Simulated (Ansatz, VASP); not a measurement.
Si3SnSe4 in VASP and in Ansatz

```
CELL_PARAMETERS angstrom
5.54605 0.00000 0.00000
0.00000 5.54605 0.00000
0.00000 0.00000 5.54605
ATOMIC_POSITIONS crystal
Si 0.00000 0.50000 0.50000
Si 0.50000 0.00000 0.50000
Si 0.50000 0.50000 0.00000
Sn 0.50000 0.50000 0.50000
Se 0.50000 0.00000 0.00000
Se 0.00000 0.50000 0.00000
Se 0.00000 0.00000 0.50000
Se 0.00000 0.00000 0.00000
```

Alike in both runs: functional PBE; k mesh 8 × 8 × 8; occupations gaussian, width 0.1 eV; no spin polarisation.

Ansatz relaxed the structure, and its values are those at the end. VASP's run is a single point on that final structure, the one shown.

|  | VASP | Ansatz |
| --- | --- | --- |
| version | VASP 6.6.1 | Ansatz 0.2.0 |
| potentials or method | VASP PAW PBE potentials, release 64 (Si, Sn_d, Se), cutoff 520 eV | scalar-relativistic, plane waves, PAW |
| valence electrons in the cell | 50 | 90 |

```tsv
	VASP	Ansatz	Ansatz less VASP
gap on the k mesh at the Fermi level (eV)	none	none	-
pressure (GPa)	0.0	0.0	-0.01
```

A gap of «none» marks a metal or a gap that the smearing closes. The functional is the same, so the differences come from potentials, cutoffs and numerics. VASP's potentials hold 50 valence electrons a cell and Ansatz's 90, so a difference there can come from the potentials and not from the codes.
